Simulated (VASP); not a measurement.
BeTe: single point with PBE

Crystal: BeTe.

```
CELL_PARAMETERS angstrom
0.00000 2.82862 2.82862
2.82862 0.00000 2.82862
2.82862 2.82862 0.00000
ATOMIC_POSITIONS crystal
Be 0.00000 0.00000 0.00000
Te 0.25000 0.25000 0.25000
```

```json
{"Program": "VASP 6.6.1", "Task": "single point", "Functional": "PBE", "Potentials or basis": "VASP PAW PBE potentials, release 64 (Be, Te)", "Cutoff": "520 eV", "k mesh": "8 × 8 × 8", "Occupations": "gaussian, width 0.01 eV", "Spin": "non-collinear spin, zero start, spin-orbit coupling", "Starting moments": "[[0.0, 0.0, 0.0], [0.0, 0.0, 0.0]] μB", "Dipole correction": "no", "Further INCAR settings": "ALGO = Normal; EDIFF = 1e-07; NBANDS = 20"}
```

| Item | Value |
| --- | --- |
| Pressure | 0.4 GPa |
| Net moment | 0.00 μB per cell |
| Valence electrons inside the program's atomic spheres | Be 0.93; Te 3.50 |

Moments on the atoms (μB; x, y, z):
```
Be  0.00 0.00 0.00
Te  0.00 0.00 0.00
```

Wall time 43 s on 1 thread of Intel(R) Xeon(R) 6975P-C (Granite Rapids), on a shared host, peak memory 0.3 GiB.
